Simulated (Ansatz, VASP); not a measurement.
# MgCd3O: VASP beside Ansatz

```
Mg Cd O
1.0
     4.10056    0.00000    0.00000
     0.00000    4.10056    0.00000
     0.00000    0.00000    7.63384
Mg Cd O
1 3 1
Direct
  0.50000 0.50000 0.62212
  0.50000 0.00000 0.91048
  0.00000 0.50000 0.91048
  0.50000 0.50000 0.25655
  0.00000 0.00000 0.06712
```

Alike in both runs: functional PBE; k mesh 8 × 8 × 6; occupations gaussian, width 0.1 eV; no spin polarisation.

Ansatz relaxed the structure, and its values are those at the end. VASP's run is a single point on that final structure, the one shown.

|  | VASP | Ansatz |
| --- | --- | --- |
| version | VASP 6.6.1 | Ansatz 0.2.0 |
| potentials or method | VASP PAW PBE potentials, release 64 (Mg, Cd, O), cutoff 600 eV | scalar-relativistic, plane waves, PAW |
| valence electrons in the cell | 44 | 76 |

```csv
,VASP,Ansatz,Ansatz less VASP
gap on the k mesh at the Fermi level (eV),none,none,-
pressure (GPa),0.2,0.0,-0.17
rms of the force components (eV/Å),0.028,0.001,-0.0272
```

A gap of «none» marks a metal or a gap that the smearing closes. With one functional, cell and mesh, what is left measures potentials, basis and numerics. VASP's potentials hold 44 valence electrons a cell and Ansatz's 76, so a difference there can come from the potentials and not from the codes.
